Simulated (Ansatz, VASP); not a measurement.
Co: VASP beside Ansatz

```xyz
1
Lattice="0.0000 1.7064 1.7064 1.7064 0.0000 1.7064 1.7064 1.7064 0.0000" Properties=species:S:1:pos:R:3 pbc="T T T"
Co    0.0000    0.0000    0.0000
```

Alike in both runs: task single point; functional BLYP; k mesh 17 × 17 × 17; occupations fermi-dirac, width 0.1 eV; no spin polarisation.

|  | VASP | Ansatz |
| --- | --- | --- |
| version | VASP 6.6.1 | Ansatz 0.2.0 |
| potentials or method | VASP PAW PBE potentials, release 64 (Co), cutoff 600 eV | plane waves (420 eV) with PAW, scalar-relativistic |
| valence electrons in the cell | 9 | 17 |

```tsv
	VASP	Ansatz	Ansatz less VASP
pressure (GPa)	21.8	22.4	+0.60
```

VASP's potentials were made for PBE, not for BLYP. VASP's potentials hold 9 valence electrons a cell and Ansatz's 17, so a difference there can come from the potentials and not from the codes.
